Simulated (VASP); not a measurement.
Input of a VASP 6.6.1 run:

The input POSCAR:

```
BaTiO3
1.0
    2.8482561214      1.6444414384      2.3355603327
   -2.8482561214      1.6444414384      2.3355603327
    0.0000000000     -3.2888828769      2.3355603327
Ba Ti O
1 1 3
Direct
    0.0001460400      0.0001460400      0.0001460400
    0.5133377100      0.5133377100      0.5133377100
    0.4889503100      0.9797166300      0.4889503100
    0.4889503100      0.4889503100      0.9797166300
    0.9797166300      0.4889503100      0.4889503100
```

Contents of INCAR.step1:

```
PREC = Accurate ; ENCUT = 600
ISMEAR = 0 ; SIGMA = 0.02
LREAL = False ; LASPH = True
NELM = 150 ; LMAXMIX = 4
LDAU = True ; LDAUTYPE = 2
LDAUL = -1 2 -1 ; LDAUU = 0 4 0
LDAUJ = 0 0 0 ; GGA = PE
ALGO = Normal ; EDIFF = 1E-4
LWAVE = True ; LCHARG = False
```

Contents of INCAR.step2:

```
PREC = Accurate ; ENCUT = 600
EDIFF = 1E-7 ; ISMEAR = 0
SIGMA = 0.02 ; LREAL = False
LASPH = True ; NELM = 150
ALGO = Normal ; ISIF = 3
LWAVE = False ; LCHARG = False
LMAXMIX = 4 ; LDAU = True
LDAUTYPE = 2 ; LDAUL = -1 2 -1
LDAUU = 0 4 0 ; LDAUJ = 0 0 0
LDAUPRINT = 1 ; METAGGA = R2SCAN
LMIXTAU = True ; IBRION = 2
NSW = 100 ; EDIFFG = -0.005
ISTART = 1
```

KPOINTS

```
Automatic mesh
0
Gamma
  6 6 6
```

Potentials or basis: VASP PAW PBE potentials, release 64 (Ba_sv, Ti_sv, O).

Run with:

```console
$ cat potpaw_PBE.64/Ba_sv/POTCAR potpaw_PBE.64/Ti_sv/POTCAR potpaw_PBE.64/O/POTCAR > POTCAR
$ cp INCAR.step1 INCAR
$ mpirun -np 1 vasp_std > vasp.out
$ cp INCAR.step2 INCAR
$ mpirun -np 1 vasp_std > vasp.out
```

(1) What does it give for the relaxed volume?

(2) Estimate the space group after relaxing (to 0.1 Å).

(3) What does it give for the relaxed cell?

(4) Estimate the band gap on the k mesh.

Results:

(1) 13.10 Å³/atom.

(2) Pm-3m (No. 221).

(3) a = 4.031 Å, b = 4.031 Å, c = 4.031 Å, α = 90.00°, β = 90.00°, γ = 90.00°.

(4) 2.61 eV (least direct gap 2.82 eV).

Caveat: the PAW data sets were made with another functional, which shifts forces and pressure a little; spin-orbit coupling is left out, which moves the levels of the heavy elements.
